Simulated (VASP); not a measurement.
# CdTe (F-43m) in VASP: notebook

Runs on CdTe. Level: LDA. Tasks: relaxation of cell and atoms.

Everything below comes from runs of VASP 6.6.1. Logs are shortened: lines on timing, memory, paths and dates and some standing lists are left out, and cuts for length are marked.

## (1) The cell of the first run

Symmetry: F-43m, No. 216, cubic system. The conventional cell has a = 6.410 Å, b = 6.410 Å, c = 6.410 Å, α = 90.00°, β = 90.00°, γ = 90.00°. Within 3.7 Å of Cd (site symmetry -43m) lie 4 Te at 2.78 Å. Te (site symmetry -43m) has 4 Cd at 2.78 Å within 3.7 Å.

## (2) Relaxation of cell and atoms, LDA, target pressure 2 GPa, at which the enthalpy is minimised

Contents of INCAR:

```
SYSTEM = CdTe
PREC = Accurate
ENCUT = 600
EDIFF = 1E-7
ISMEAR = 0
SIGMA = 0.01
LREAL = .False.
LASPH = .True.
NELM = 100
ALGO = Normal
ISIF = 3
LWAVE = .False.
LCHARG = .False.
IBRION = 2
NSW = 100
EDIFFG = -0.002
PSTRESS = 20.0
```

Contents of KPOINTS:

```
Automatic mesh
0
Gamma
  6 6 6
  0 0 0
```

Contents of POSCAR:

```
CdTe
1.0
    3.2050000000      3.2050000000      0.0000000000
   -3.2050000000      3.2050000000      0.0000000000
    0.0000000000      3.2050000000      3.2050000000
Cd Te
1 1
Direct
    0.0000000000      0.0000000000      0.0000000000
    0.7500000000      0.2500000000      0.5000000000
```

Potentials or basis: VASP PAW LDA potentials, release 64 (Cd, Te).

Started as:

```
$ cat potpaw_LDA.64/Cd/POTCAR potpaw_LDA.64/Te/POTCAR > POTCAR
$ mpirun -np 1 vasp_std > vasp.out
```

OUTCAR:

```text
SYSTEM = CdTe
   PREC = Accurate
   ENCUT = 600
   EDIFF = 1E-7
   ISMEAR = 0
   LREAL = .False.
   LASPH = .True.
   NELM = 100
   ISIF = 3
   IBRION = 2
   NSW = 100
   EDIFFG = -0.002
   PSTRESS = 20.0

 ion  position               nearest neighbor table
   1  0.000  0.000  0.000-   2 2.78   2 2.78   2 2.78   2 2.78
   2  0.750  0.250  0.500-   1 2.78   1 2.78   1 2.78   1 2.78

  LATTYP: Found a face centered cubic cell.
 ALAT       =     6.4100000000

  Lattice vectors:

 A1 = (   0.0000000000,   3.2050000000,   3.2050000000)
 A2 = (   3.2050000000,   0.0000000000,   3.2050000000)
 A3 = (   3.2050000000,   3.2050000000,   0.0000000000)

Analysis of symmetry for initial positions (statically):
=====================================================================
 Subroutine PRICEL returns:
 Original cell was already a primitive cell.

 Routine SETGRP: Setting up the symmetry group for a
 face centered cubic supercell.

 Subroutine GETGRP returns: Found 24 space group operations
 (whereof 24 operations were pure point group operations)
 out of a pool of 48 trial point group operations.

The static configuration has the point symmetry T_d .

Analysis of symmetry for dynamics (positions and initial velocities):
=====================================================================
 Subroutine PRICEL returns:
 Original cell was already a primitive cell.

 Routine SETGRP: Setting up the symmetry group for a
 face centered cubic supercell.

 Subroutine GETGRP returns: Found 24 space group operations
 (whereof 24 operations were pure point group operations)
 out of a pool of 48 trial point group operations.

The dynamic configuration has the point symmetry T_d .

 Subroutine INISYM returns: Found 24 space group operations
 (whereof 24 operations are pure point group operations),
 and found     1 'primitive' translations

----------------------------------------------------------------------------------------

                                     Primitive cell

  volume of cell :      65.8437

  direct lattice vectors                    reciprocal lattice vectors
     3.205000000  3.205000000  0.000000000     0.156006240  0.156006240 -0.156006240
    -3.205000000  3.205000000  0.000000000    -0.156006240  0.156006240 -0.156006240
     0.000000000  3.205000000  3.205000000     0.000000000  0.000000000  0.312012480

  length of vectors
     4.532554467  4.532554467  4.532554467     0.270210734  0.270210734  0.312012480

  position of ions in fractional coordinates (direct lattice)
     0.000000000  0.000000000  0.000000000
     0.750000000  0.250000000  0.500000000

  ion indices of the primitive-cell ions
   primitive index   ion index
                 1           1
                 2           2

----------------------------------------------------------------------------------------

 KPOINTS: Automatic mesh

Automatic generation of k-mesh.
 Grid dimensions read from file:
 generate k-points for:    6    6    6

 Generating k-lattice:

  Cartesian coordinates                     Fractional coordinates (reciprocal lattice)
     0.026001040  0.026001040 -0.026001040     0.166666667  0.000000000  0.000000000
    -0.026001040  0.026001040 -0.026001040     0.000000000  0.166666667  0.000000000
     0.000000000  0.000000000  0.052002080     0.000000000  0.000000000  0.166666667

  Length of vectors
     0.045035122  0.045035122  0.052002080

  Shift w.r.t. Gamma in fractional coordinates (k-lattice)
     0.000000000  0.000000000  0.000000000

 Subroutine IBZKPT returns following result:
 ===========================================

 Found     16 irreducible k-points:

 Following reciprocal coordinates:
            Coordinates               Weight
  0.000000  0.000000  0.000000      1.000000
  0.166667  0.000000  0.000000      8.000000
  0.333333  0.000000  0.000000      8.000000
  0.500000  0.000000  0.000000      4.000000
  0.166667  0.166667  0.000000     12.000000
  0.333333  0.166667  0.000000     24.000000
[... 8 lines left out ...]
  0.500000  0.333333  0.166667     24.000000
  0.500000  0.500000  0.166667     12.000000
   k-points           NKPTS =     16   k-points in BZ     NKDIM =     16   number of bands    NBANDS=     13
   number of dos      NEDOS =    301   number of ions     NIONS =      2
   total plane-waves  NPLWV =  46656
   dimension x,y,z NGX =    36 NGY =   36 NGZ =   36
   dimension x,y,z NGXF=    72 NGYF=   72 NGZF=   72
   ions per type =               1   1
   NGX,Y,Z   is equivalent  to a cutoff of  13.20, 13.20, 13.20 a.u.
   NGXF,Y,Z  is equivalent  to a cutoff of  26.41, 26.41, 26.41 a.u.
 SYSTEM =  CdTe
   PREC   = accura    normal or accurate (medium, high low for compatibility)
   ISTART =      0    job   : 0-new  1-cont  2-samecut
   ICHARG =      2    charge: 1-file 2-atom 10-const
   ISPIN  =      1    spin polarized calculation?
   LNONCOLLINEAR =      F non collinear calculations
   LSORBIT =      F    spin-orbit coupling
   LASPH  =      T    aspherical Exc in radial PAW
   ENCUT  =  600.0 eV  44.10 Ry    6.64 a.u.   9.05  9.05  9.05*2*pi/ulx,y,z
   NELM   =    100;   NELMIN=  2; NELMDL= -5     # of ELM steps
   EDIFF  = 0.1E-06   stopping-criterion for ELM
   LREAL  =      F    real-space projection
   EDIFFG = -.2E-02   stopping-criterion for IOM
   NSW    =    100    number of steps for IOM
   IBRION =      2    ionic relax: 0-MD 1-quasi-New 2-CG
   NFREE  =      1    steps in history (QN), initial steepest desc. (CG)
   ISIF   =      3    stress and relaxation
   ISYM   =      2    0-nonsym 1-usesym 2-fastsym
   POTIM  = 0.5000    time-step for ionic-motion
   TEBEG  =    0.0;   TEEND  =   0.0 temperature during run
   PSTRESS=   20.0 pullay stress
   NELECT =      18.0000    total number of electrons
   NUPDOWN=      -1.0000    fix difference up-down
   EMIN   =  10.00;   EMAX   =-10.00  energy-range for DOS
   EFERMI =   0.00;   METHOD = LEGACY
   ISMEAR =     0;   SIGMA  =   0.01  broadening in eV -4-tet -1-fermi 0-gaus
   EFERMI_NEDOS =   21; number of points for ismear=-14 and -15
   IALGO  =     38    algorithm
   IMIX   =      4    mixing-type and parameters
     AMIX     =   0.40;   BMIX     =  1.00
     AMIX_MAG =   1.60;   BMIX_MAG =  1.00
  volume/ion in A,a.u.               =      32.92       222.17
  Fermi-wavevector in a.u.,A,eV,Ry     =   1.062497  2.007828 15.359610  1.128899
  Thomas-Fermi vector in A             =   2.197950
   LORBIT       =      0    0 simple, 1 ext, 2 COOP (PROOUT), +10 PAW based schemes
   GGA     = CA    functional components
   LHFCALC =     F    Hartree Fock is set to
   AEXX    =    0.0000 exact exchange contribution
   IVDW    =     0    specifies the selected vdW correction
   LEPSILON=     F    determine dielectric tensor
   LRPA    =     F    only Hartree local field effects (RPA)
 conjugate gradient relaxation of ions
 non-spin polarized calculation
 Gauss-broadening in eV      SIGMA  =   0.01
  energy-cutoff  :      600.00
  volume of cell :       65.84
 maximum number of plane-waves:      2215
   NGX = 19   NGY = 19   NGZ = 19

--------------------------------------- Ionic step        1  -------------------------------------------

 number of electron      17.9999995 magnetization

 Free energy of the ion-electron system (eV)
  ---------------------------------------------------
  ext. energy  EPLUGINS =         0.00000000
  ---------------------------------------------------
  free energy    TOTEN  =        -6.04396911 eV

  energy without entropy =       -6.04396911  energy(sigma->0) =       -6.04396911

------------------------ aborting loop because EDIFF is reached ----------------------------------------

  FORCE on cell =-STRESS in cart. coord.  units (eV):
  Direction    XX          YY          ZZ          XY          YZ          ZX
  --------------------------------------------------------------------------------------
  -------------------------------------------------------------------------------------
  Total        0.0895688      0.0895688      0.0895688      0.0000000      0.0000000      0.0000000
  in kB        2.1794816      2.1794816      2.1794816      0.0000000      0.0000000      0.0000000
  external PRESSURE =     -17.8205184 kB  Pullay stress =      20.0000000 kB

 VOLUME and BASIS-vectors are now :
 -----------------------------------------------------------------------------
  energy-cutoff  :      600.00
  volume of cell :       65.84
      direct lattice vectors                 reciprocal lattice vectors
     3.205000000  3.205000000  0.000000000     0.156006240  0.156006240 -0.156006240
    -3.205000000  3.205000000  0.000000000    -0.156006240  0.156006240 -0.156006240
     0.000000000  3.205000000  3.205000000     0.000000000  0.000000000  0.312012480
[... 46 lines left out ...]
  FREE ENERGIE OF THE ION-ELECTRON SYSTEM (eV)
  ---------------------------------------------------
  free  energy   TOTEN  =        -6.0099658637 eV

  energy  without entropy=       -6.0099658637  energy(sigma->0) =       -6.00996586

  enthalpy is  TOTEN    =        -5.2308325947 eV   P V=        0.7791332690

--------------------------------------- Ionic step        3  -------------------------------------------

 number of electron      18.0000004 magnetization

 Free energy of the ion-electron system (eV)
  ---------------------------------------------------
  ext. energy  EPLUGINS =         0.00000000
  ---------------------------------------------------
  free energy    TOTEN  =        -6.02889230 eV

  energy without entropy =       -6.02889230  energy(sigma->0) =       -6.02889230

 E-fermi :   2.8981     XC(G=0):  -9.2391

 val. band max:        2.8103171312   @ k =   0.0000   0.0000   0.0000
 cond. band min:       3.5687467793   @ k =   0.0000   0.0000   0.0000
 fundamental gap:      0.7584296481
 Fermi energy:         2.8981379990

 k-point     1 :       0.0000    0.0000    0.0000
  band No.  band energies     occupation
      1      -8.8411      2.00000
      2      -5.7484      2.00000
      3      -5.7484      2.00000
      4      -5.7484      2.00000
      5      -5.4311      2.00000
      6      -5.4311      2.00000
      7       2.8103      2.00000
      8       2.8103      2.00000
      9       2.8103      2.00000
     10       3.5687      0.00000
     11       7.2553      0.00000
     12       7.2553      0.00000
     13       7.2553      0.00000

 k-point     2 :       0.1667    0.0000    0.0000
  band No.  band energies     occupation
      1      -8.7234      2.00000
      2      -5.7257      2.00000
      3      -5.7257      2.00000
      4      -5.6613      2.00000
      5      -5.4330      2.00000
      6      -5.4330      2.00000
      7       0.9150      2.00000
      8       2.5428      2.00000
      9       2.5428      2.00000
     10       4.6679      0.00000
     11       7.4363      0.00000
[... 246 lines left out ...]
 POSITION                                       TOTAL-FORCE (eV/Angst)
 -----------------------------------------------------------------------------------
      0.00000      3.16835      3.16835        -0.000000     -0.000000      0.000000
      1.58417      4.75252      1.58417         0.000000      0.000000     -0.000000
 -----------------------------------------------------------------------------------
    total drift:                                0.000000      0.000000      0.000000

  FREE ENERGIE OF THE ION-ELECTRON SYSTEM (eV)
  ---------------------------------------------------
  free  energy   TOTEN  =        -6.0288922993 eV

  energy  without entropy=       -6.0288922993  energy(sigma->0) =       -6.02889230

  enthalpy is  TOTEN    =        -5.2348408832 eV   P V=        0.7940514161

 reached required accuracy - stopping structural energy minimisation
```

It took 16 s on 1 thread of Intel Xeon 6975P-C (Granite Rapids), shared host; peak memory 0.19 GiB.

What came out:

| Item | Value |
| --- | --- |
| Free energy | -6.0289 eV |
| Relaxed volume | 31.81 Å³/atom |
| Relaxed cell | a = 4.481 Å, b = 4.481 Å, c = 4.481 Å, α = 60.00°, β = 60.00°, γ = 90.00° |
| Space group after relaxing (to 0.1 Å) | F-43m (No. 216) |
| Energy change on relaxing (the run minimises the enthalpy) | +7.5 meV/atom |
| Ionic steps | 3 |
| Pressure after relaxing | 2.0 GPa |
| Band gap on the k mesh | 0.76 eV |

The path:
| step | energy change (eV) | largest force (eV/Å) | pressure (GPa) | volume (Å³) |
| --- | --- | --- | --- | --- |
| 1 | 0.0000 | 0.0000 | 0.22 | 65.84 |
| 2 | 0.0340 | 0.0000 | 3.10 | 62.42 |
| 3 | 0.0151 | 0.0000 | 1.99 | 63.61 |

Final structure:
```
CELL_PARAMETERS angstrom
3.16835 3.16835 0.00000
-3.16835 3.16835 0.00000
0.00000 3.16835 3.16835
ATOMIC_POSITIONS crystal
Cd 0.00000 0.00000 0.00000
Te 0.75000 0.25000 0.50000
```

Caveat: the cell is relaxed towards a set pressure, so the run minimises the enthalpy, not the energy; spin-orbit coupling is left out, which moves the levels of the heavy elements.

## (3) Relaxation of cell and atoms, LDA, target pressure 4 GPa, at which the enthalpy is minimised

Contents of INCAR:

```
ALGO = Normal ; EDIFF = 1E-6
EDIFFG = -0.002 ; ENCUT = 600
IBRION = 2 ; ISIF = 3
ISMEAR = 0 ; LASPH = True
LCHARG = False ; LREAL = False
LWAVE = False ; NELM = 60
NSW = 100 ; PREC = Accurate
PSTRESS = 40.0 ; SIGMA = 0.01
```

Contents of KPOINTS:

```
k-points
0
Gamma
  6 6 6
```

POSCAR is that of step 2.

Potentials or basis: VASP PAW LDA potentials, release 64 (Cd, Te).

Started as:

```
$ cat potpaw_LDA.64/Cd/POTCAR potpaw_LDA.64/Te/POTCAR > POTCAR
$ mpirun -np 1 vasp_std > vasp.out
```

Run time: 22 s. Hardware: 1 thread of Intel Xeon 6975P-C (Granite Rapids), shared host; peak memory 0.19 GiB.

Results (log left out):

```
Free energy                                                : -5.9903 eV
Relaxed volume                                             : 30.76 Å³/atom
Relaxed cell                                               : a = 4.431 Å, b = 4.431 Å, c = 4.431 Å, α = 60.00°, β = 60.00°, γ = 90.00°
Space group after relaxing (to 0.1 Å)                      : F-43m (No. 216)
Energy change on relaxing (the run minimises the enthalpy) : +26.8 meV/atom
Ionic steps                                                : 6
Pressure after relaxing                                    : 4.0 GPa
Band gap on the k mesh                                     : 0.86 eV
```

The path:
| step | energy change (eV) | largest force (eV/Å) | pressure (GPa) | volume (Å³) |
| --- | --- | --- | --- | --- |
| 1 | 0.0000 | 0.0000 | 0.22 | 65.84 |
| 2 | 0.1517 | 0.0000 | 7.36 | 58.72 |
| 3 | 0.0533 | 0.0000 | 3.97 | 61.54 |
| 4 | 0.0554 | 0.0000 | 4.07 | 61.46 |
| 5 | 0.0526 | 0.0000 | 3.96 | 61.57 |
| 6 | 0.0537 | 0.0000 | 4.00 | 61.53 |

Final structure:
```cif
data_structure
_symmetry_space_group_name_H-M 'P 1'
_symmetry_Int_Tables_number 1
_cell_length_a 4.4312
_cell_length_b 4.4312
_cell_length_c 4.4312
_cell_angle_alpha 60.000
_cell_angle_beta 60.000
_cell_angle_gamma 90.000
_cell_volume 61.53
loop_
_atom_site_label
_atom_site_type_symbol
_atom_site_fract_x
_atom_site_fract_y
_atom_site_fract_z
_atom_site_occupancy
Cd1 Cd 0.00000 0.00000 0.00000 1
Te1 Te 0.75000 0.25000 0.50000 1
```

Levels at points of the mesh, in eV from the valence-band top:
| k point | band 7 | band 8 | band 9 | band 10 | band 11 | band 12 |
| --- | --- | --- | --- | --- | --- | --- |
| (0.00, 0.00, 0.00) | 0.00 | 0.00 | 0.00 | 0.86 | 4.41 | 4.41 |
| (0.50, 0.00, 0.00) | -5.12 | -0.95 | -0.95 | 1.75 | 5.04 | 5.04 |
| (0.50, 0.50, 0.00) | -4.90 | -2.27 | -2.27 | 2.20 | 2.50 | 9.22 |

Caveat: the cell is relaxed towards a set pressure, so the run minimises the enthalpy, not the energy; spin-orbit coupling is left out, which moves the levels of the heavy elements. Zero-point motion and thermal expansion aren't in these numbers.
